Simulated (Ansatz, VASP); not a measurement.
# Ru: VASP beside Ansatz

```xyz
2
Lattice="2.6759 0.0000 0.0000 -1.3380 2.3174 0.0000 0.0000 0.0000 4.2262" Properties=species:S:1:pos:R:3 pbc="T T T"
Ru    0.0000    1.5450    1.0566
Ru    1.3380    0.7725    3.1697
```

Alike in both runs: functional LDA; k mesh 15 × 15 × 8; occupations fermi-dirac, width 0.15 eV; no spin polarisation.

Ansatz relaxed the structure, and its values are those at the end. VASP's run is a single point on that final structure, the one shown.

|  | VASP | Ansatz |
| --- | --- | --- |
| version | VASP 6.6.1 | Ansatz 0.2.0 |
| potentials or method | VASP PAW LDA potentials, release 64 (Ru_pv), cutoff 520 eV | scalar-relativistic, plane waves, PAW |
| valence electrons in the cell | 28 | 32 |

|  | VASP | Ansatz | Ansatz less VASP |
| --- | --- | --- | --- |
| gap on the k mesh at the Fermi level (eV) | none | none | - |
| pressure (GPa) | 0.9 | 0.0 | -0.94 |

Ansatz warns that its potentials were made for another functional, while VASP's fit it. LDA's correlation is that of Perdew and Zunger in VASP and of Perdew and Wang (1992) in Ansatz. A gap of «none» marks a metal or a gap that the smearing closes. VASP's potentials hold 28 valence electrons a cell and Ansatz's 32, so a difference there can come from the potentials and not from the codes.
